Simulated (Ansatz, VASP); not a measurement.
## One calculation of Cu3Pd, two programs

```xyz
4
Lattice="3.6476 0.0000 0.0000 0.0000 3.6476 0.0000 0.0000 0.0000 3.7220" Properties=species:S:1:pos:R:3 pbc="T T T"
Cu    0.0000    1.8238    1.8610
Cu    1.8238    0.0000    1.8610
Cu    1.8238    1.8238    0.0000
Pd    0.0000    0.0000    0.0000
```

Change from the starting cell: equal xx and yy strain of -2 %.

Alike in both runs: task single point; functional PBEsol; k mesh 9 × 9 × 9; occupations fermi-dirac, width 0.05 eV; no spin polarisation.

|  | VASP | Ansatz |
| --- | --- | --- |
| version | VASP 6.6.1 | Ansatz 0.2.0 |
| potentials or method | VASP PAW PBE potentials, release 64 (Cu, Pd), cutoff 520 eV | all-electron LAPW, scalar-relativistic |

VASP gave:

| Item | Value |
| --- | --- |
| pressure (GPa) | -1.9 |
| traceless stress, the component that is largest in VASP (GPa) | -0.90 |

Task: What did Ansatz give for the same quantities?

Result: Pressure (GPa): -2.4; traceless stress, the component that is largest in VASP (GPa): -0.92.

VASP's potentials were made for PBE, not for PBEsol. Ansatz ran all-electron here, and VASP with PAW potentials.
